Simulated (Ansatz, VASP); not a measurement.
**Mo in VASP and in Ansatz**

Contents of INCAR:

```
SYSTEM = Mo
PREC = Accurate ; ENCUT = 520
EDIFF = 1E-7 ; ISMEAR = -1
SIGMA = 0.1 ; LREAL = .False.
LASPH = .True. ; NELM = 80
ALGO = Normal ; ISIF = 2
LWAVE = .False. ; LCHARG = .False.
GGA = RE ; NBANDS = 21
```

KPOINTS

```
regular mesh
0
Gamma
  11 11 11
  0 0 0
```

Contents of POSCAR:

```
Mo
1.0
    0.0000000000      2.8588492987      2.8588492987
    2.8588492987      0.0000000000      2.8588492987
    2.8588492987      2.8588492987      0.0000000000
Mo
2
Direct
    0.1250000000      0.1250000000      0.1250000000
    0.8750000000      0.8750000000      0.8750000000
```

Input for Ansatz:

```yaml
crystal:
  lattice:
    - [0.0, 2.8588492987, 2.8588492987]
    - [2.8588492987, 0.0, 2.8588492987]
    - [2.8588492987, 2.8588492987, 0.0]
  atoms:
    - { symbol: Mo, position: [0.125, 0.125, 0.125] }
    - { symbol: Mo, position: [0.875, 0.875, 0.875] }
hamiltonian:
  xc: revpbe
  pseudopotentials:
    kind: paw
    azcp:
      Mo: "pseudopotentials/Mo.paw.azcp"
basis:
  ecutwfc: 420
  fft_grid_basis: typed
kpoints:
  mp_grid: { grid: [11, 11, 11], shift: [0, 0, 0] }
magnetization:
  spin_polarized: false
scf:
  occupations: { method: fermi_dirac, width: 0.1 }
  lower_state_search: "off"
output:
  stress: true
```

Alike in both runs: task single point; functional revPBE; k mesh 11 × 11 × 11; occupations fermi-dirac, width 0.1 eV; no spin polarisation.

|  | VASP | Ansatz |
| --- | --- | --- |
| version | VASP 6.6.1 | Ansatz 0.2.0 |
| potentials or method | VASP PAW PBE potentials, release 64 (Mo_sv), cutoff 520 eV | plane waves (420 eV) with PAW, scalar-relativistic |
| valence electrons in the cell | 28 | 28 |

Ansatz gave:

```
pressure (GPa) : 0.0
```

Estimate VASP's values.

pressure (GPa): 0.4.

VASP's potentials were made for PBE, not for revPBE.
